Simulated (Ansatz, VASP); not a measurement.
**Two plane-wave programs on Ga2O**

```xyz
6
Lattice="3.0552 0.0000 0.0000 -1.5276 2.6459 0.0000 0.0000 0.0000 13.3975" Properties=species:S:1:pos:R:3 pbc="T T T"
Ga    0.0000    0.0000    5.4386
Ga    0.0000    0.0000    7.9589
Ga    1.5276    0.8820    1.2555
Ga    0.0000    1.7639   12.1420
O     1.5276    0.8820    4.6640
O     0.0000    1.7639    8.7335
```

Alike in both runs: task electric field gradients; functional PBE; k mesh 12 × 12 × 4; occupations fermi-dirac, width 0.15 eV; no spin polarisation.

```csv
,VASP,Ansatz
version,VASP 6.6.1,Ansatz 0.2.0
potentials or method,"VASP PAW PBE potentials, release 64 (Ga_d, O), cutoff 520 eV","scalar-relativistic, plane waves, PAW"
valence electrons in the cell,64,64
```

VASP gave:

| Property | Result |
| --- | --- |
| gap on the k mesh at the Fermi level (eV) | none |
| pressure (GPa) | 0.3 |
| traceless stress, the component that is largest in VASP (GPa) | -0.19 |
| rms of the force components (eV/Å) | 0.024 |
| size of Vzz on the site where it differs most (V/Å²) | 46.7 |

**Question.** Which values does Ansatz return?

**Answer.** gap on the k mesh at the Fermi level (eV): none; pressure (GPa): 0.0; traceless stress, the component that is largest in VASP (GPa): 0.00; rms of the force components (eV/Å): 0.000; size of Vzz on the site where it differs most (V/Å²): 52.1.

Atom by atom the forces differ by 0.024 eV/Å (rms over components). A gap of «none» marks a metal or a gap that the smearing closes.
